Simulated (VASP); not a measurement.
**Pb: single point with PBEsol**

The system is Pb.

```
Pb
1.0
     3.36241    0.00000    0.00000
    -1.68120    2.91193    0.00000
     0.00000    0.00000    5.55757
Pb
2
Direct
  0.33333 0.66667 0.25000
  0.66667 0.33333 0.75000
```

This isn't the form of Pb at room conditions, which is fcc.

```yaml
Program: VASP 6.6.1
Task: single point
Functional: PBEsol
Potentials_or_basis: VASP PAW PBE potentials, release 64 (Pb_d)
Cutoff: 520 eV
k_mesh: 15 × 15 × 8
Occupations: gaussian, width 0.1 eV
Spin: no spin polarisation
```

* Pressure: 5.6 GPa
* Band gap on the k mesh: zero (bands 14 and 15 overlap by 8.75 eV)

Levels at points of the mesh, in eV from the Fermi level:
| k point | band 12 | band 13 | band 14 | band 15 | band 16 | band 17 |
| --- | --- | --- | --- | --- | --- | --- |
| (0.00, 0.00, 0.00) | -8.35 | -4.80 | 6.36 | 6.36 | 8.17 | 8.34 |
| (0.00, 0.00, 0.50) | -11.21 | 0.78 | 0.78 | 7.29 | 7.29 | 7.29 |

Wall time 70 s on 1 thread of Intel(R) Xeon(R) 6975P-C (Granite Rapids), with other jobs on the host, peak memory 0.26 GiB.

Caveat: the cell stands under pressure; the PAW data sets were made with another functional, which shifts forces and pressure a little; spin-orbit coupling is left out, which moves the levels of the heavy elements.
